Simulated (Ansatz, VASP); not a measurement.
## HgTe, level by level in two programs

```
Hg Te
1.0
     0.00000    3.14888    3.14888
     3.14888    0.00000    3.14888
     3.14888    3.14888    0.00000
Hg Te
1 1
Direct
  0.00000 0.00000 0.00000
  0.75000 0.75000 0.75000
```

Single points on this cell with VASP 6.6.1 and Ansatz 0.2.0. Each row is one pair of runs. Alike in all rows: spin: off; smearing: fermi-dirac, width 0.05 eV; Ansatz's potentials, cutoff: Ansatz PAW, 420 eV.

| level | k mesh | VASP's potentials, cutoff | gap on the k mesh at the Fermi level (eV), VASP | gap on the k mesh at the Fermi level (eV), Ansatz | pressure (GPa), VASP | pressure (GPa), Ansatz |
| --- | --- | --- | --- | --- | --- | --- |
| b88 exchange, pbe correlation | 7 × 7 × 7 | VASP PAW PBE potentials, release 64 (Hg, Te), 500 eV | none | none | 8.6 | 8.4 |
| HSE06 | 4 × 4 × 4 | VASP PAW PBE potentials, release 64 (Hg, Te), 520 eV | 0.16 | 0.27 | 7.3 | 7.2 |
| PBE0 | 4 × 4 × 4 | VASP PAW PBE potentials, release 64 (Hg, Te), 520 eV | ? | 0.92 | ? | 7.1 |

**Question.** Fill in what VASP gave in row 3.

**Answer.** gap on the k mesh at the Fermi level (eV): 0.87; pressure (GPa): 7.0.

VASP's potentials hold 18 valence electrons a cell and Ansatz's 36, so a difference there can come from the potentials and not from the codes.

A gap of «none» marks a metal or a gap that the smearing closes.

The k mesh is coarse in some rows, so the values compare programs but aren't converged. Neither program's run includes spin-orbit coupling.
